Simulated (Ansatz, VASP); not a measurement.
# One calculation of HfN, two programs

```
Hf N
1.0
     0.00000    2.22083    2.27381
     2.27381    0.00000    2.27381
     2.27381    2.22083    0.00000
Hf N
1 1
Direct
  0.00100 0.99900 0.00100
  0.48720 0.51280 0.48720
```

Change from the starting cell: mode 5 frozen in at -0.058 Å, normal strain along y -0.0233.

Alike in both runs: task single point; functional PBE; k mesh 16 × 16 × 16; occupations gaussian, width 0.15 eV; no spin polarisation.

```csv
,VASP,Ansatz
version,VASP 6.6.1,Ansatz 0.2.0
potentials or method,"VASP PAW PBE potentials, release 64 (Hf_pv, N), cutoff 520 eV","scalar-relativistic, plane waves, PAW"
valence electrons in the cell,15,31
```

|  | VASP | Ansatz | Ansatz less VASP |
| --- | --- | --- | --- |
| gap on the k mesh at the Fermi level (eV) | none | none | - |
| pressure (GPa) | 5.1 | 7.5 | +2.36 |
| traceless stress, the component that is largest in VASP (GPa) | 9.41 | 9.49 | +0.077 |
| rms of the force components (eV/Å) | 0.506 | 0.506 | +0.0006 |

Atom by atom the forces differ by 0.001 eV/Å (rms over components). A gap of «none» marks a metal or a gap that the smearing closes. With one functional, cell and mesh, what is left measures potentials, basis and numerics. VASP's potentials hold 15 valence electrons a cell and Ansatz's 31, so a difference there can come from the potentials and not from the codes.

Spin-orbit coupling is off throughout.
